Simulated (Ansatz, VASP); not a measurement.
W: VASP beside Ansatz

```
W
1.0
     2.57443    0.00000    0.00000
     0.00000    2.57443    0.00000
     0.00000    0.00000    2.57443
W
1
Direct
  0.00000 0.00000 0.00000
```

Alike in both runs: task single point; functional PBEsol; k mesh 14 × 14 × 14; occupations fermi-dirac, width 0.1 eV; no spin polarisation.

|  | VASP | Ansatz |
| --- | --- | --- |
| version | VASP 6.6.1 | Ansatz 0.2.0 |
| potentials or method | VASP PAW PBE potentials, release 64 (W_sv), cutoff 520 eV | plane waves (420 eV) with PAW, scalar-relativistic |
| valence electrons in the cell | 14 | 14 |

Ansatz gave:

```
pressure (GPa) : 10.0
```

Problem. Estimate VASP's values.

Solution. Pressure (GPa): 11.0.

VASP's potentials were made for PBE, not for PBEsol, and Ansatz warns of the same on its side.

Spin-orbit coupling is off throughout.
